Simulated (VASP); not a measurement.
Input of a VASP 6.6.1 run:

The input INCAR:

```
SYSTEM = KF
ALGO = Normal
EDIFF = 1E-6
ENCUT = 600
GGA = PE
GGA_COMPAT = .FALSE.
ISIF = 2
ISMEAR = -1
LASPH = .TRUE.
LCHARG = .FALSE.
LREAL = .FALSE.
LWAVE = .FALSE.
NBANDS = 15
NELM = 120
PREC = Accurate
SIGMA = 0.05
```

KPOINTS

```
k-points
0
G
  11 11 11
  0 0 0
```

File POSCAR:

```
KF
1.0
    0.0000000000      2.9748020074      2.9748020074
    2.9748020074      0.0000000000      2.9748020074
    2.9748020074      2.9748020074      0.0000000000
K F
1 1
Direct
    0.0000000000      0.0000000000      0.0000000000
    0.2500000000      0.2500000000      0.2500000000
```

Potentials or basis: VASP PAW PBE potentials, release 64 (K_sv, F).

Run with:

```bash
$ cat potpaw_PBE.64/K_sv/POTCAR potpaw_PBE.64/F/POTCAR > POTCAR
$ mpirun -np 1 vasp_std > vasp.out
```

(1) Predict the band gap on the k mesh.

(2) Predict the pressure.

## Answers

(1) 5.06 eV (least direct gap 5.23 eV).

(2) 0.0 GPa.

Caveat: an odd mesh through Γ misses points on the zone boundary, where band edges can lie.
